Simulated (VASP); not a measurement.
NbTe, 2 atoms in the cell. Symmetry: Pm-3m, No. 221, cubic system. Conventional cell: a = 3.392 Å, b = 3.392 Å, c = 3.392 Å, α = 90.00°, β = 90.00°, γ = 90.00°. Nb (site symmetry m-3m) has 8 Te at 2.94 Å and 6 Nb at 3.39 Å within 3.9 Å. Te (site symmetry m-3m) has 8 Nb at 2.94 Å and 6 Te at 3.39 Å within 3.9 Å. 

| Property | Result |
| --- | --- |
| Program | VASP 6.6.1 |
| Task | single point |
| Functional | PBE-based screened hybrid with 25 % exact exchange |
| Potentials or basis | VASP PAW PBE potentials, release 64 (Nb_sv, Te) |
| Cutoff | 520 eV |
| k mesh | 4 × 4 × 4 |
| Occupations | fermi-dirac, width 0.05 eV |
| Spin | no spin polarisation |
| Dipole correction | no |
| Grid for exact exchange (PRECFOCK) | Normal |
| Share of exact exchange | 0.25 |
| Further INCAR settings | ALGO = Normal; EDIFF = 1e-06; NBANDS = 16 |
| Screening parameter | 0.3 1/Å |

Potentials or basis: VASP PAW PBE potentials, release 64 (Nb_sv, Te).

Command:

```sh
$ cat potpaw_PBE.64/Nb_sv/POTCAR potpaw_PBE.64/Te/POTCAR > POTCAR
$ cp INCAR.step1 INCAR
$ mpirun -np 1 vasp_std > vasp.out
$ cp INCAR.step2 INCAR
$ mpirun -np 1 vasp_std > vasp.out
```

Hardware: 1 thread of Intel(R) Xeon(R) Platinum 8259CL CPU @ 2.50GHz (Skylake/Cascade Lake), with other jobs on the host.

How long does it take, and how much memory?

It took 6.9 min on 1 thread of Intel(R) Xeon(R) Platinum 8259CL CPU @ 2.50GHz (Skylake/Cascade Lake), with other jobs on the host, peak memory 0.27 GiB. Counts: k points 10.
